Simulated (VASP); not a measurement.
# Sc in VASP: single point with PBE

Aim: the single point of Sc with PBE.

Program: VASP 6.6.1. These are calculated values, not measurements. Logs are shortened: lines on timing, memory, paths and dates and some standing lists are left out, and cuts for length are marked.

### Step 1. The cell of the first run

The cell holds a cluster in a box, 1 atom: a = 11.000 Å, b = 11.000 Å, c = 11.000 Å, α = 90.00°, β = 90.00°, γ = 90.00°.

### Step 2. Single point, PBE

Contents of INCAR:

```
SYSTEM = Sc
  PREC = Accurate
  ENCUT = 400
  EDIFF = 1E-6
  ISMEAR = -1
  SIGMA = 0.1
  LREAL = .FALSE.
  LASPH = .TRUE.
  NELM = 120
  ALGO = Normal
  ISIF = 2
  LWAVE = .FALSE.
  LCHARG = .FALSE.
  GGA = PE
  NBANDS = 12
  GGA_COMPAT = .FALSE.
```

Contents of KPOINTS:

```
regular mesh
0
G
  1 1 1
  0 0 0
```

Contents of POSCAR:

```
Sc
1.0
   11.0000000000      0.0000000000      0.0000000000
    0.0000000000     11.0000000000      0.0000000000
    0.0000000000      0.0000000000     11.0000000000
Sc
1
Direct
    0.5100000000      0.5200000000      0.4900000000
```

Potentials or basis: VASP PAW PBE potentials, release 64 (Sc_sv).

Started as:

```
cat potpaw_PBE.64/Sc_sv/POTCAR > POTCAR
mpirun -np 1 vasp_gam > vasp.out
```

OUTCAR:

```text
SYSTEM = Sc
   PREC = Accurate
   ENCUT = 400
   EDIFF = 1E-6
   ISMEAR = -1
   LREAL = .FALSE.
   LASPH = .TRUE.
   NELM = 120
   ISIF = 2
   GGA = PE

 ion  position               nearest neighbor table
   1  0.510  0.520  0.490-

  LATTYP: Found a simple cubic cell.
 ALAT       =    11.0000000000

  Lattice vectors:

 A1 = (  11.0000000000,   0.0000000000,   0.0000000000)
 A2 = (   0.0000000000,  11.0000000000,   0.0000000000)
 A3 = (   0.0000000000,   0.0000000000,  11.0000000000)

Analysis of symmetry for initial positions (statically):
=====================================================================
 Subroutine PRICEL returns:
 Original cell was already a primitive cell.

 Routine SETGRP: Setting up the symmetry group for a
 simple cubic supercell.

 Subroutine GETGRP returns: Found 48 space group operations
 (whereof  2 operations were pure point group operations)
 out of a pool of 48 trial point group operations.

The static configuration has the point symmetry C_1h.
 The point group associated with its full space group is O_h .

Analysis of symmetry for dynamics (positions and initial velocities):
=====================================================================
 Subroutine PRICEL returns:
 Original cell was already a primitive cell.

 Routine SETGRP: Setting up the symmetry group for a
 simple cubic supercell.

 Subroutine GETGRP returns: Found 48 space group operations
 (whereof  2 operations were pure point group operations)
 out of a pool of 48 trial point group operations.

The dynamic configuration has the point symmetry C_1h.
 The point group associated with its full space group is O_h .

 Subroutine INISYM returns: Found 48 space group operations
 (whereof  2 operations are pure point group operations),
 and found     1 'primitive' translations

----------------------------------------------------------------------------------------

                                     Primitive cell

  volume of cell :    1331.0000

  direct lattice vectors                    reciprocal lattice vectors
    11.000000000  0.000000000  0.000000000     0.090909091  0.000000000  0.000000000
     0.000000000 11.000000000  0.000000000     0.000000000  0.090909091  0.000000000
     0.000000000  0.000000000 11.000000000     0.000000000  0.000000000  0.090909091

  length of vectors
[... 52 lines left out ...]
   LSORBIT =      F    spin-orbit coupling
   LASPH  =      T    aspherical Exc in radial PAW
   ENCUT  =  400.0 eV  29.40 Ry    5.42 a.u.  17.94 17.94 17.94*2*pi/ulx,y,z
   NELM   =    120;   NELMIN=  2; NELMDL= -5     # of ELM steps
   EDIFF  = 0.1E-05   stopping-criterion for ELM
   LREAL  =      F    real-space projection
   EDIFFG = 0.1E-04   stopping-criterion for IOM
   NSW    =      0    number of steps for IOM
   IBRION =     -1    ionic relax: 0-MD 1-quasi-New 2-CG
   NFREE  =      0    steps in history (QN), initial steepest desc. (CG)
   ISIF   =      2    stress and relaxation
   ISYM   =      2    0-nonsym 1-usesym 2-fastsym
   POTIM  = 0.5000    time-step for ionic-motion
   TEBEG  =    0.0;   TEEND  =   0.0 temperature during run
   PSTRESS=    0.0 pullay stress
   NELECT =      11.0000    total number of electrons
   NUPDOWN=      -1.0000    fix difference up-down
   EMIN   =  10.00;   EMAX   =-10.00  energy-range for DOS
   EFERMI =   0.00;   METHOD = LEGACY
   ISMEAR =    -1;   SIGMA  =   0.10  broadening in eV -4-tet -1-fermi 0-gaus
   EFERMI_NEDOS =   21; number of points for ismear=-14 and -15
   IALGO  =     38    algorithm
   IMIX   =      4    mixing-type and parameters
     AMIX     =   0.40;   BMIX     =  1.00
     AMIX_MAG =   1.60;   BMIX_MAG =  1.00
  volume/ion in A,a.u.               =    1331.00      8982.03
  Fermi-wavevector in a.u.,A,eV,Ry     =   0.330989  0.625478  1.490565  0.109553
  Thomas-Fermi vector in A             =   1.226762
   LORBIT       =      0    0 simple, 1 ext, 2 COOP (PROOUT), +10 PAW based schemes
   GGA     = PE    functional components
   LHFCALC =     F    Hartree Fock is set to
   AEXX    =    0.0000 exact exchange contribution
   IVDW    =     0    specifies the selected vdW correction
   LEPSILON=     F    determine dielectric tensor
   LRPA    =     F    only Hartree local field effects (RPA)
 non-spin polarized calculation
  energy-cutoff  :      400.00
  volume of cell :     1331.00
 maximum number of plane-waves:     12056
 NGX is ok and might be reduce to    70
   NGX = 35   NGY = 35   NGZ = 35

 number of electron      10.9999995 magnetization

 Free energy of the ion-electron system (eV)
  ---------------------------------------------------
  ext. energy  EPLUGINS =         0.00000000
  ---------------------------------------------------
  free energy    TOTEN  =        -2.03122885 eV

  energy without entropy =       -1.70476118  energy(sigma->0) =       -1.86799502

 E-fermi :  -3.2575     XC(G=0):  -1.0711

 val. band max:       -3.9898391896   @ k =   0.0000   0.0000   0.0000
 cond. band min:      -3.0389218505   @ k =   0.0000   0.0000   0.0000
 fundamental gap:      0.9509173390
 Fermi energy:        -3.2575029732

 k-point     1 :       0.0000    0.0000    0.0000
  band No.  band energies     occupation
      1     -54.8315      2.00000
      2     -33.4272      2.00000
      3     -33.4272      2.00000
      4     -33.4272      2.00000
      5      -3.9898      1.99868
      6      -3.0389      0.20206
      7      -3.0389      0.20203
      8      -3.0373      0.19908
      9      -3.0373      0.19907
     10      -3.0373      0.19907
     11      -1.2362      0.00000
     12      -1.2362      0.00000

------------------------ aborting loop because EDIFF is reached ----------------------------------------

  FORCE on cell =-STRESS in cart. coord.  units (eV):
  Direction    XX          YY          ZZ          XY          YZ          ZX
  --------------------------------------------------------------------------------------
  -------------------------------------------------------------------------------------
  Total       -0.0492872     -0.0492872     -0.0492872      0.0000000     -0.0000000      0.0000000
  in kB       -0.0593289     -0.0593289     -0.0593289      0.0000000     -0.0000000      0.0000000
  external PRESSURE =      -0.0593289 kB  Pullay stress =       0.0000000 kB

 VOLUME and BASIS-vectors are now :
 -----------------------------------------------------------------------------
  energy-cutoff  :      400.00
  volume of cell :     1331.00
      direct lattice vectors                 reciprocal lattice vectors
    11.000000000  0.000000000  0.000000000     0.090909091  0.000000000  0.000000000
     0.000000000 11.000000000  0.000000000     0.000000000  0.090909091  0.000000000
     0.000000000  0.000000000 11.000000000     0.000000000  0.000000000  0.090909091

 POSITION                                       TOTAL-FORCE (eV/Angst)
 -----------------------------------------------------------------------------------
      5.61000      5.72000      5.39000         0.000000      0.000000      0.000000
 -----------------------------------------------------------------------------------
    total drift:                                0.000010      0.000007     -0.000010

  FREE ENERGIE OF THE ION-ELECTRON SYSTEM (eV)
  ---------------------------------------------------
  free  energy   TOTEN  =        -2.0312288501 eV

  energy  without entropy=       -1.7047611819  energy(sigma->0) =       -1.86799502
```

stdout:

```text
POSCAR found type information on POSCAR Sc
 POSCAR found :  1 types and       1 ions
 scaLAPACK will be used
 LDA part: xc-table for (Slater+PW92), standard interpolation
 POSCAR, INCAR and KPOINTS ok, starting setup
 FFT: planning ... GRIDC
 FFT: planning ... GRID_SOFT
 FFT: planning ... GRID
 WAVECAR not read
 entering main loop
```

Run time: 74 s. Hardware: 1 thread of AMD EPYC, shared host; peak memory 0.66 GiB.

What came out:

| Property | Result |
| --- | --- |
| Free energy | -2.0312 eV |
| Gap between the frontier levels | zero (an odd number of electrons rules out a gap without spin polarisation) |

Levels at points of the mesh, in eV from the Fermi level:
| k point | band 1 | band 2 | band 3 | band 4 | band 5 | band 6 | band 7 | band 8 | band 9 | band 10 |
| --- | --- | --- | --- | --- | --- | --- | --- | --- | --- | --- |
| (0.00, 0.00, 0.00) | -51.57 | -30.17 | -30.17 | -30.17 | -0.73 | 0.22 | 0.22 | 0.22 | 0.22 | 0.22 |
